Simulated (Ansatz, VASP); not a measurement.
**Ti: VASP beside Ansatz**

```
Ti
1.0
    -1.64100    1.64100    1.64100
     1.64100   -1.64100    1.64100
     1.64100    1.64100   -1.64100
Ti
1
Direct
  0.00000 0.00000 0.00000
```

Alike in both runs: task single point; functional PBEsol; k mesh 6 × 6 × 6; occupations fermi-dirac, width 0.1 eV; no spin polarisation.

```csv
,VASP,Ansatz
version,VASP 6.6.1,Ansatz 0.2.0
potentials or method,"VASP PAW PBE potentials, release 64 (Ti_sv)","plane waves, PAW"
plane-wave cutoff (eV),520,420
valence electrons in the cell,12,12
```

```tsv
	VASP	Ansatz	Ansatz less VASP
pressure (GPa)	-6.2	-6.0	+0.18
```

VASP's potentials were made for PBE, not for PBEsol. The functional is the same, so the differences come from potentials, cutoffs and numerics.

The k mesh is coarse, so the values compare programs but aren't converged.
